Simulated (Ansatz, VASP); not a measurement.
**CoO in VASP and in Ansatz**

File INCAR:

```
ALGO = Normal
EDIFF = 1E-7
ENCUT = 520
GGA = PS
ISIF = 2
ISMEAR = 0
ISPIN = 2
LASPH = True
LCHARG = True
LELF = True
LMAXMIX = 4
LORBIT = 11
LREAL = False
LVHAR = True
LWAVE = False
MAGMOM = 2.5 0.33
NBANDS = 18
NELM = 150
PREC = Accurate
SIGMA = 0.05
```

KPOINTS

```
k-points
0
Gamma
  14 14 14
```

File POSCAR:

```
CoO
1.0
   -1.5080000000      1.5080000000      2.1072475377
    1.5080000000     -1.5080000000      2.1072475377
    1.5080000000      1.5080000000     -2.1072475377
Co O
1 1
Direct
    0.0000000000      0.0000000000      0.0000000000
    0.5000000000      0.5000000000      0.0000000000
```

Input for Ansatz:

```yaml
crystal:
  lattice:
    - [-1.508, 1.508, 2.1072475377]
    - [1.508, -1.508, 2.1072475377]
    - [1.508, 1.508, -2.1072475377]
  atoms:
    - { symbol: Co, position: [0.0, 0.0, 0.0], spin: 2.5 }
    - { symbol: O, position: [0.5, 0.5, 0.0], spin: 0.33 }
magnetization:
  spin_polarized: true
basis:
  ecutwfc: 420
  fft_grid_basis: typed
kpoints:
  mp_grid: { grid: [14, 14, 14] }
hamiltonian:
  xc: pbesol
scf:
  occupations: { method: gaussian, width: 0.05 }
output:
  forces: true
  stress: true
  eigenvalues: true
  bader: true
  write_density: true
  volumetric_format: npy
  populations: true
```

Alike in both runs: task single point; functional PBEsol; k mesh 14 × 14 × 14; occupations gaussian, width 0.05 eV; collinear spin.

```csv
,VASP,Ansatz
version,VASP 6.6.1,Ansatz 0.2.0
potentials or method,"VASP PAW PBE potentials, release 64 (Co, O), cutoff 520 eV","scalar-relativistic, plane waves, PAW"
valence electrons in the cell,15,23
```

|  | VASP | Ansatz | Ansatz less VASP |
| --- | --- | --- | --- |
| gap on the k mesh at the Fermi level (eV) | none | none | - |
| pressure (GPa) | -9.5 | -9.0 | +0.51 |
| traceless stress, the component that is largest in VASP (GPa) | 0.25 | 0.35 | +0.100 |
| net moment per atom (μB) | 1.48 | 1.49 | +0.010 |
| size of the moment on the site where the two differ most (μB) | 2.57 | 2.50 | -0.071 |

VASP's potentials were made for PBE, not for PBEsol. Site moments also hang on the region over which each program counts them. A gap of «none» marks a metal or a gap that the smearing closes. VASP's potentials hold 15 valence electrons a cell and Ansatz's 23, so a difference there can come from the potentials and not from the codes.
